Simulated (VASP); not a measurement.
Wanted: the native input for a VASP 6.6.1 run.

```yaml
Task: molecular dynamics
Functional: PBE
Potentials_or_basis: VASP PAW PBE potentials, release 64 (Mo_sv, Ta_pv)
Cutoff: 520 eV
k_mesh: 1 × 1 × 1, shifted
Occupations: fermi-dirac, width 0.3835 eV
Spin: no spin polarisation
Dipole_correction: no
Further_INCAR_settings: LREAL = Auto; ALGO = Normal; EDIFF = 1e-05; NBANDS = 116; ISYM = 0; IBRION = 0; POTIM = 3.0; NSW = 40
```

The structure of Ta7Mo9 lies in POSCAR:

```
Ta7Mo9
1.0
    6.4357620000      0.0753480000     -0.1865720000
    0.0753480000      6.5467160000      0.2328530000
   -0.1865720000      0.2328530000      6.2967750000
Mo Ta
9 7
Direct
    0.4708941339      0.7298164522      0.6766441556
    0.6760032828      0.5122556224      0.9869349765
    0.5206667070      0.8688369666      0.1968590054
    0.5349161832      0.2635919610      0.1687259840
    0.9577351913      0.7850034856      0.1882300633
    0.2257096862      0.9453653757      0.9336543563
    0.9813014865      0.2606840183      0.2174263291
    0.1705943929      0.5082461941      0.9917900862
    0.1832407801      0.9442894305      0.4787442654
    0.9874089189      0.2618359537      0.7060587389
    0.9778251502      0.7073988616      0.6856687520
    0.4568709494      0.1895052506      0.7278365032
    0.2422924600      0.4756180919      0.4228234751
    0.7235689412      0.4738917505      0.4564042881
    0.7713529938      0.9836850473      0.5019076759
    0.7626290383      0.0333066582      0.9632021456
```

These files were run (other wordings do the same):

INCAR

```
ALGO = Normal
EDIFF = 1E-5
ENCUT = 520
GGA = PE
IBRION = 0
ISIF = 2
ISMEAR = -1
ISYM = 0
LANGEVIN_GAMMA = 30 30
LASPH = True
LCHARG = False
LREAL = Auto
LWAVE = False
MDALGO = 3
NBANDS = 116
NELM = 60
NELMIN = 4
NSW = 40
POTIM = 3.0
PREC = Accurate
RANDOM_SEED = 74941 0 0
SIGMA = 0.3835
TEBEG = 4450.0
TEEND = 4450.0
```

KPOINTS

```
Automatic mesh
0
Gamma
  1 1 1
  0.25 0.25 0.25
```

Potentials or basis: VASP PAW PBE potentials, release 64 (Mo_sv, Ta_pv).

The run is started by

```sh
$ cat potpaw_PBE.64/Mo_sv/POTCAR potpaw_PBE.64/Ta_pv/POTCAR > POTCAR
$ mpirun -np 1 vasp_std > vasp.out
```

It took 24 min on 1 thread of AMD EPYC 7R13 Processor (Zen 3), on a shared host, peak memory 0.37 GiB.
